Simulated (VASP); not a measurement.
Set up this calculation in VASP 6.6.1, as the native input.

```
Task                   : single point
Functional             : PBEsol
Potentials or basis    : VASP PAW PBE potentials, release 64 (Mg, O)
Cutoff                 : 520 eV
k mesh                 : 9 × 9 × 6
Occupations            : gaussian, width 0.05 eV
Spin                   : no spin polarisation
Dipole correction      : no
Further INCAR settings : ALGO = Normal; EDIFF = 1e-06; NBANDS = 16
```

The structure of MgO lies in POSCAR:

```
MgO
1.0
    3.2197892641      0.0000000000      0.0000000000
   -1.6098946321      2.7884192976      0.0000000000
    0.0000000000      0.0000000000      5.2836741825
Mg O
2 2
Direct
    0.3333333333      0.6666666667     -0.0317643073
    0.6666666667      0.3333333333      0.4682356927
    0.3333333333      0.6666666667      0.4009416620
    0.6666666667      0.3333333333      0.9009416620
```

This cell differs from its parent crystal: c/a of the conventional cell at fixed volume 1.6410.

These files were run (other wordings do the same):

INCAR

```
ALGO = Normal
EDIFF = 1E-6
ENCUT = 520
GGA = PS
ISIF = 2
ISMEAR = 0
LASPH = T
LCHARG = F
LREAL = F
LWAVE = F
NBANDS = 16
NELM = 100
PREC = Accurate
SIGMA = 0.05
```

KPOINTS

```
k-points
0
Gamma
  9 9 6
```

Potentials or basis: VASP PAW PBE potentials, release 64 (Mg, O).

Launch:

```console
$ cat potpaw_PBE.64/Mg/POTCAR potpaw_PBE.64/O/POTCAR > POTCAR
$ mpirun -np 1 vasp_std > vasp.out
```

It gave:

* Pressure: 5.2 GPa
* Largest force: 0.918 eV/Å
* Band gap on the k mesh: 3.20 eV, direct

Caveat: the PAW data sets were made with another functional, which shifts forces and pressure a little.

It took 16 s on 1 thread of Intel(R) Xeon(R) Platinum 8488C (Sapphire Rapids) (shared host), peak memory 0.17 GiB.
